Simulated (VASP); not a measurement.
The system is TiO2 (CdI2 type).

```xyz
3
Lattice="2.8878 0.0000 0.0000 -1.4439 2.5009 0.0000 0.0000 0.0000 4.6205" Properties=species:S:1:pos:R:3 pbc="T T T"
Ti    0.0000    0.0000    0.0000
O     0.0000    1.6673    1.1551
O     1.4439    0.8336    3.4654
```

```yaml
Program: VASP 6.6.1
Task: relaxation of cell and atoms
Functional: PBE
Potentials_or_basis: VASP PAW PBE potentials, release 64 (Ti_sv, O_h)
Cutoff: 910 eV
k_mesh: 13 × 13 × 7
Occupations: fermi-dirac, width 0.05 eV
Spin: no spin polarisation
```

At the start: pressure -6.2 GPa; volume 11.12 Å³/atom.

How do energy, volume and symmetry change on relaxing?

Over 18 steps the energy falls by 198.7 meV/atom and the volume is 12.30 Å³/atom (+10.6 %); space group P-3m1 (No. 164, to 0.1 Å) before and after.

The path:
```tsv
step	energy change (eV)	largest force (eV/Å)	pressure (GPa)	volume (Å³)
1	0.0000	2.9846	-6.23	33.37
2	-0.3482	1.3363	22.30	31.21
3	-0.4535	0.2591	10.98	31.94
4	-0.5054	0.5893	-6.52	34.85
5	-0.5314	0.4798	-0.65	33.75
6	-0.5495	0.0966	1.02	34.05
7	-0.5529	0.1484	2.13	34.24
8	-0.5679	0.0815	0.65	34.90
9	-0.5847	0.0831	-2.59	36.58
10	-0.5951	0.0674	0.18	36.66
11	-0.5954	0.0967	0.74	36.67
12	-0.5961	0.0019	0.14	36.87
13	-0.5961	0.0031	0.13	36.88
14	-0.5961	0.0117	0.06	36.90
15	-0.5961	0.0050	0.10	36.88
16	-0.5961	0.0083	-0.03	36.90
17	-0.5961	0.0080	-0.02	36.90
18	-0.5961	0.0020	0.01	36.90
```

Final structure:
```
CELL_PARAMETERS angstrom
2.98436 0.00000 0.00000
-1.49218 2.58453 0.00000
0.00000 0.00000 4.78420
ATOMIC_POSITIONS crystal
Ti 0.00000 0.00000 0.00000
O 0.33333 0.66667 0.20235
O 0.66667 0.33333 0.79765
```

Caveat: the cutoff is under 1.25 times the usual one of these potentials, so pressure, stress and relaxed cells hold a basis-set (Pulay) error.
